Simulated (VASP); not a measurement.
**Sn3Se: single point with PBE**

Sn3Se:

```
Sn Se
1.0
     4.69935    0.00000    0.00000
     0.00000    4.69935    0.00000
     0.00000    0.00000    4.69935
Sn Se
3 1
Direct
  0.00000 0.50000 0.50000
  0.50000 0.00000 0.50000
  0.50000 0.50000 0.00000
  0.00000 0.00000 0.00000
```

```yaml
Program: VASP 6.6.1
Task: single point
Functional: PBE
Potentials_or_basis: VASP PAW PBE potentials, release 64 (Sn_d, Se)
Cutoff: 520 eV
k_mesh: 5 × 5 × 5
Occupations: fermi-dirac, width 0.1 eV
Spin: no spin polarisation
```

```yaml
Pressure: 1.9 GPa
Band_gap_on_the_k_mesh: zero (band 24 reaches 8.69 eV, above the bottom of band 25 at 7.12 eV)
```

Levels at points of the mesh, in eV from the Fermi level:
```csv
k point,band 21,band 22,band 23,band 24,band 25,band 26,band 27,band 28
"(0.00, 0.00, 0.00)",-4.39,-4.39,0.01,0.01,0.01,2.36,2.36,2.36
```

Run time: 21 s on 1 thread of Intel Xeon 6975P-C, on a shared host, peak memory 0.2 GiB.

Caveat: spin-orbit coupling is left out, which moves the levels of the heavy elements.
